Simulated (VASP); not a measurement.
# Mg (P6_3/mmc) in VASP: a series of runs

The runs below take Mg through single point, relaxation of cell and atoms, with r2SCAN.

Program: VASP 6.6.1. These are calculated values, not measurements. Logs are shortened: lines on timing, memory, paths and dates and some standing lists are left out, and cuts for length are marked.

## 1. The cell of the first run

The structure is hexagonal, space group P6_3/mmc (No. 194). The conventional cell has a = 2.896 Å, b = 2.896 Å, c = 4.714 Å, α = 90.00°, β = 90.00°, γ = 120.00°. Mg (site symmetry -6m2) has 12 Mg at 2.89 to 2.90 Å within 3.8 Å.

## 2. Single point, r2SCAN

POSCAR reads:

```
Mg
1.0
    2.8963655037      0.0000000000      0.0000000000
   -1.4481827518      2.5083261048      0.0000000000
    0.0000000000      0.0000000000      4.7136383529
Mg
2
Direct
    0.3333333333      0.6666666667      0.2500000000
    0.6666666667      0.3333333333      0.7500000000
```

INCAR.step1 reads:

```
PREC = Accurate ; ENCUT = 520
ISMEAR = 0 ; SIGMA = 0.1
LREAL = False ; LASPH = True
NELM = 80 ; NBANDS = 9
GGA = PE ; ALGO = Normal
EDIFF = 1E-4 ; LWAVE = True
LCHARG = False
```

INCAR.step2 reads:

```
PREC = Accurate ; ENCUT = 520
EDIFF = 1E-7 ; ISMEAR = 0
SIGMA = 0.1 ; LREAL = False
LASPH = True ; NELM = 80
ALGO = Normal ; ISIF = 2
LWAVE = False ; LCHARG = False
METAGGA = R2SCAN ; LMIXTAU = True
NBANDS = 9 ; ISTART = 1
```

KPOINTS reads:

```
regular mesh
0
Gamma
  9 9 4
```

Potentials or basis: VASP PAW PBE potentials, release 64 (Mg).

Command:

```bash
> cat potpaw_PBE.64/Mg/POTCAR > POTCAR
> cp INCAR.step1 INCAR
> mpirun -np 1 vasp_std > vasp.out
> cp INCAR.step2 INCAR
> mpirun -np 1 vasp_std > vasp.out
```

OUTCAR:

```text
PREC = Accurate
   ENCUT = 520
   EDIFF = 1E-7
   ISMEAR = 0
   LREAL = False
   LASPH = True
   NELM = 80
   ISIF = 2
   METAGGA = R2SCAN
   ISTART = 1

 ion  position               nearest neighbor table
   1  0.333  0.667  0.250-   2 2.89   2 2.89   2 2.89   2 2.89   2 2.89   2 2.89
   2  0.667  0.333  0.750-   1 2.89   1 2.89   1 2.89   1 2.89   1 2.89   1 2.89

  LATTYP: Found a hexagonal cell.
 ALAT       =     2.8963655037
 C/A-ratio  =     1.6274321548

  Lattice vectors:

 A1 = (   2.8963655037,   0.0000000000,   0.0000000000)
 A2 = (  -1.4481827518,   2.5083261048,   0.0000000000)
 A3 = (   0.0000000000,   0.0000000000,   4.7136383529)

Analysis of symmetry for initial positions (statically):
=====================================================================
 Subroutine PRICEL returns:
 Original cell was already a primitive cell.

 Routine SETGRP: Setting up the symmetry group for a
 hexagonal supercell.

 Subroutine GETGRP returns: Found 24 space group operations
 (whereof 12 operations were pure point group operations)
 out of a pool of 24 trial point group operations.

The static configuration has the point symmetry D_3d.
 The point group associated with its full space group is D_6h.

Analysis of symmetry for dynamics (positions and initial velocities):
=====================================================================
 Subroutine PRICEL returns:
 Original cell was already a primitive cell.

 Routine SETGRP: Setting up the symmetry group for a
 hexagonal supercell.

 Subroutine GETGRP returns: Found 24 space group operations
 (whereof 12 operations were pure point group operations)
 out of a pool of 24 trial point group operations.

The dynamic configuration has the point symmetry D_3d.
 The point group associated with its full space group is D_6h.

 Subroutine INISYM returns: Found 24 space group operations
 (whereof 12 operations are pure point group operations),
 and found     1 'primitive' translations

----------------------------------------------------------------------------------------

                                     Primitive cell

  volume of cell :      34.2447

  direct lattice vectors                    reciprocal lattice vectors
     2.896365504  0.000000000  0.000000000     0.345260292  0.199336123  0.000000000
    -1.448182752  2.508326105  0.000000000     0.000000000  0.398672245  0.000000000
     0.000000000  0.000000000  4.713638353     0.000000000  0.000000000  0.212150344

  length of vectors
     2.896365504  2.896365504  4.713638353     0.398672245  0.398672245  0.212150344

  position of ions in fractional coordinates (direct lattice)
     0.333333333  0.666666667  0.250000000
     0.666666667  0.333333333  0.750000000

  ion indices of the primitive-cell ions
   primitive index   ion index
                 1           1
                 2           2

----------------------------------------------------------------------------------------

 KPOINTS: regular mesh

Automatic generation of k-mesh.
 Grid dimensions read from file:
 generate k-points for:    9    9    4

 Generating k-lattice:

  Cartesian coordinates                     Fractional coordinates (reciprocal lattice)
     0.038362255  0.022148458  0.000000000     0.111111111  0.000000000  0.000000000
     0.000000000  0.044296916  0.000000000     0.000000000  0.111111111  0.000000000
     0.000000000  0.000000000  0.053037586     0.000000000  0.000000000  0.250000000

  Length of vectors
     0.044296916  0.044296916  0.053037586

  Shift w.r.t. Gamma in fractional coordinates (k-lattice)
     0.000000000  0.000000000  0.000000000

 Subroutine IBZKPT returns following result:
 ===========================================

 Found     36 irreducible k-points:

 Following reciprocal coordinates:
            Coordinates               Weight
  0.000000  0.000000  0.000000      1.000000
  0.111111 -0.000000  0.000000      6.000000
  0.222222 -0.000000  0.000000      6.000000
  0.333333 -0.000000  0.000000      6.000000
  0.444444 -0.000000  0.000000      6.000000
  0.111111  0.111111  0.000000      6.000000
[... 16 lines left out ...]
  0.333333  0.222222  0.250000     24.000000
  0.333333  0.333333  0.250000      4.000000
 [... further k-points ...]
   k-points           NKPTS =     36   k-points in BZ     NKDIM =     36   number of bands    NBANDS=      9
   number of dos      NEDOS =    301   number of ions     NIONS =      2
   total plane-waves  NPLWV =  20736
   dimension x,y,z NGX =    24 NGY =   24 NGZ =   36
   dimension x,y,z NGXF=    48 NGYF=   48 NGZF=   72
   ions per type =               2
   NGX,Y,Z   is equivalent  to a cutoff of  13.78, 13.78, 12.70 a.u.
   NGXF,Y,Z  is equivalent  to a cutoff of  27.55, 27.55, 25.39 a.u.
 SYSTEM =  unknown system
   PREC   = accura    normal or accurate (medium, high low for compatibility)
   ISTART =      1    job   : 0-new  1-cont  2-samecut
   ICHARG =      0    charge: 1-file 2-atom 10-const
   ISPIN  =      1    spin polarized calculation?
   LNONCOLLINEAR =      F non collinear calculations
   LSORBIT =      F    spin-orbit coupling
   LASPH  =      T    aspherical Exc in radial PAW
   ENCUT  =  520.0 eV  38.22 Ry    6.18 a.u.   5.39  5.39  8.76*2*pi/ulx,y,z
   NELM   =     80;   NELMIN=  2; NELMDL=  0     # of ELM steps
   EDIFF  = 0.1E-06   stopping-criterion for ELM
   LREAL  =      F    real-space projection
   EDIFFG = 0.1E-05   stopping-criterion for IOM
   NSW    =      0    number of steps for IOM
   IBRION =     -1    ionic relax: 0-MD 1-quasi-New 2-CG
   NFREE  =      0    steps in history (QN), initial steepest desc. (CG)
   ISIF   =      2    stress and relaxation
   ISYM   =      2    0-nonsym 1-usesym 2-fastsym
   POTIM  = 0.5000    time-step for ionic-motion
   TEBEG  =    0.0;   TEEND  =   0.0 temperature during run
   PSTRESS=    0.0 pullay stress
   NELECT =       4.0000    total number of electrons
   NUPDOWN=      -1.0000    fix difference up-down
   EMIN   =  10.00;   EMAX   =-10.00  energy-range for DOS
   EFERMI =   0.00;   METHOD = LEGACY
   ISMEAR =     0;   SIGMA  =   0.10  broadening in eV -4-tet -1-fermi 0-gaus
   EFERMI_NEDOS =   21; number of points for ismear=-14 and -15
   IALGO  =     38    algorithm
   IMIX   =      4    mixing-type and parameters
     AMIX     =   0.40;   BMIX     =  1.00
     AMIX_MAG =   1.60;   BMIX_MAG =  1.00
  volume/ion in A,a.u.               =      17.12       115.55
  Fermi-wavevector in a.u.,A,eV,Ry     =   0.800258  1.512269  8.713357  0.640414
  Thomas-Fermi vector in A             =   1.907520
   LORBIT       =      0    0 simple, 1 ext, 2 COOP (PROOUT), +10 PAW based schemes
   METAGGA = R2SCAN    functional components
   LHFCALC =     F    Hartree Fock is set to
   AEXX    =    0.0000 exact exchange contribution
   IVDW    =     0    specifies the selected vdW correction
   LEPSILON=     F    determine dielectric tensor
   LRPA    =     F    only Hartree local field effects (RPA)
 non-spin polarized calculation
 Gauss-broadening in eV      SIGMA  =   0.10
  energy-cutoff  :      520.00
  volume of cell :       34.24
 maximum number of plane-waves:       966
 NGX is ok and might be reduce to    24
   NGX = 11   NGY = 11   NGZ = 17

 number of electron       4.0000000 magnetization

 Free energy of the ion-electron system (eV)
  ---------------------------------------------------
  ext. energy  EPLUGINS =         0.00000000
  ---------------------------------------------------
  free energy    TOTEN  =        -7.80187284 eV

  energy without entropy =       -7.79866902  energy(sigma->0) =       -7.80027093

 E-fermi :   4.2555     XC(G=0): -10.0485

 val. band max:        4.2527020397   @ k =   0.2222  -0.0000   0.0000
 cond. band min:       4.2567527863   @ k =   0.4444   0.1111   0.5000
 fundamental gap:      0.0040507466
 Fermi energy:         4.2555269285

 k-point     1 :       0.0000    0.0000    0.0000
  band No.  band energies     occupation
      1      -4.4172      2.00000
      2       1.9434      2.00000
      3       3.1511      2.00000
      4      17.9472      0.00000
      5      17.9472      0.00000
      6      18.7855      0.00000
      7      18.7855      0.00000
      8      18.8184      0.00000
      9      21.8460      0.00000

 k-point     2 :       0.1111   -0.0000    0.0000
  band No.  band energies     occupation
      1      -4.1038      2.00000
      2       2.2210      2.00000
      3       3.4388      2.00000
      4      14.2700      0.00000
      5      16.4585      0.00000
      6      17.0939      0.00000
      7      19.9096      0.00000
      8      20.1481      0.00000
      9      20.4580      0.00000

 k-point     3 :       0.2222   -0.0000    0.0000
  band No.  band energies     occupation
      1      -3.1717      2.00000
      2       3.0558      2.00000
      3       4.2527      1.03187
      4      10.2755      0.00000
      5      14.7038      0.00000
      6      15.0507      0.00000
      7      15.7906      0.00000
      8      19.2560      0.00000
      9      19.9609      0.00000

 k-point     4 :       0.3333   -0.0000    0.0000
  band No.  band energies     occupation
      1      -1.6450      2.00000
      2       4.4540      0.00501
      3       5.0527      0.00000
      4       7.2475      0.00000
      5      12.1036      0.00000
      6      12.3512      0.00000
      7      14.1026      0.00000
      8      17.5220      0.00000
      9      18.7647      0.00000
[... 205 lines left out ...]
 k-point    22 :       0.2222    0.2222    0.2500
  band No.  band energies     occupation
      1      -0.3198      2.00000
      2       2.9502      2.00000
      3       7.1818      0.00000
      4       7.4430      0.00000
      5       9.8291      0.00000
      6      11.3102      0.00000
      7      11.9617      0.00000
      8      17.4742      0.00000
      9      18.4642      0.00000

 k-point    23 :       0.3333    0.2222    0.2500
  band No.  band energies     occupation
      1       1.7019      2.00000
      2       4.0187      1.99919
      3       5.2079      0.00000
      4       6.6828      0.00000
      5       8.3088      0.00000
      6      10.3783      0.00000
      7      12.5824      0.00000
      8      15.1944      0.00000
      9      17.7312      0.00000

 k-point    24 :       0.3333    0.3333    0.2500
  band No.  band energies     occupation
      1       3.6054      2.00000
      2       4.0580      1.99480
      3       4.0580      1.99479
      4       6.8763      0.00000
      5       8.1714      0.00000
      6       8.1714      0.00000
      7      13.4862      0.00000
      8      15.5504      0.00000
      9      15.5504      0.00000

 [... further k-points ...]

------------------------ aborting loop because EDIFF is reached ----------------------------------------

  FORCE on cell =-STRESS in cart. coord.  units (eV):
  Direction    XX          YY          ZZ          XY          YZ          ZX
  --------------------------------------------------------------------------------------
  -------------------------------------------------------------------------------------
  Total        3.9420381      3.9420381      3.9109363      0.0000000      0.0000000      0.0000000
  in kB      184.4326392    184.4326392    182.9775041      0.0000000      0.0000000      0.0000000
  external PRESSURE =     183.9475942 kB  Pullay stress =       0.0000000 kB

 VOLUME and BASIS-vectors are now :
 -----------------------------------------------------------------------------
  energy-cutoff  :      520.00
  volume of cell :       34.24
      direct lattice vectors                 reciprocal lattice vectors
     2.896365504  0.000000000  0.000000000     0.345260292  0.199336123  0.000000000
    -1.448182752  2.508326105  0.000000000     0.000000000  0.398672245  0.000000000
     0.000000000  0.000000000  4.713638353     0.000000000  0.000000000  0.212150344

 POSITION                                       TOTAL-FORCE (eV/Angst)
 -----------------------------------------------------------------------------------
     -0.00000      1.67222      1.17841         0.000000      0.000000      0.000000
      1.44818      0.83611      3.53523        -0.000000     -0.000000      0.000000
 -----------------------------------------------------------------------------------
    total drift:                                0.000000     -0.000000      0.000000

  FREE ENERGIE OF THE ION-ELECTRON SYSTEM (eV)
  ---------------------------------------------------
  free  energy   TOTEN  =        -7.8018728442 eV

  energy  without entropy=       -7.7986690166  energy(sigma->0) =       -7.80027093
```

Run time: 42 s. Hardware: 1 thread of Oxide Virtual Turin-like, shared host; peak memory 0.13 GiB.

What came out:

| Quantity | Value |
| --- | --- |
| Free energy | -7.8019 eV |
| Pressure | 18.4 GPa |
| Band gap on the k mesh | zero (bands 2 and 3 overlap by 2.15 eV) |

Caveat: the cell stands under pressure; the PAW data sets were made with another functional, which shifts forces and pressure a little.

## 3. Single point, r2SCAN

POSCAR is that of step 2.

INCAR.step1 reads:

```
SYSTEM = Mg
ALGO = Normal
EDIFF = 1E-4
ENCUT = 520
GGA = PE
ISMEAR = 0
LASPH = .True.
LCHARG = .False.
LREAL = .False.
LWAVE = .True.
NBANDS = 9
NELM = 80
PREC = Accurate
SIGMA = 0.1
```

INCAR.step2 reads:

```
SYSTEM = Mg
ALGO = Normal
EDIFF = 1E-6
ENCUT = 520
ISIF = 2
ISMEAR = 0
ISTART = 1
LASPH = .True.
LCHARG = .True.
LELF = .True.
LMIXTAU = .True.
LREAL = .False.
LVHAR = .True.
LWAVE = .False.
METAGGA = R2SCAN
NBANDS = 9
NELM = 80
PREC = Accurate
SIGMA = 0.1
```

KPOINTS reads:

```
k-points
0
Gamma
  9 9 4
  0 0 0
```

Potentials or basis: VASP PAW PBE potentials, release 64 (Mg).

Command:

```bash
> cat potpaw_PBE.64/Mg/POTCAR > POTCAR
> cp INCAR.step1 INCAR
> mpirun -np 1 vasp_std > vasp.out
> cp INCAR.step2 INCAR
> mpirun -np 1 vasp_std > vasp.out
```

Run time: 50 s. Hardware: 1 thread of Oxide Virtual Turin-like, shared host; peak memory 0.13 GiB.

Results (log left out):

* Free energy: -7.8019 eV
* Pressure: 18.4 GPa
* Band gap on the k mesh: zero (bands 2 and 3 overlap by 2.15 eV)

Stress tensor (GPa, compression positive):
```
18.44  0.00  0.00
 0.00 18.44  0.00
 0.00  0.00 18.30
```

Levels at points of the mesh, in eV from the Fermi level:
| k point | band 1 | band 2 | band 3 | band 4 | band 5 | band 6 | band 7 |
| --- | --- | --- | --- | --- | --- | --- | --- |
| (0.00, 0.00, 0.00) | -8.67 | -2.31 | -1.10 | 13.69 | 13.69 | 14.53 | 14.53 |
| (0.00, 0.00, 0.50) | -6.89 | -6.89 | 6.42 | 6.42 | 14.49 | 14.49 | 14.49 |

Caveat: the cell stands under pressure; the PAW data sets were made with another functional, which shifts forces and pressure a little.

(Continued in part 2 of 2.)
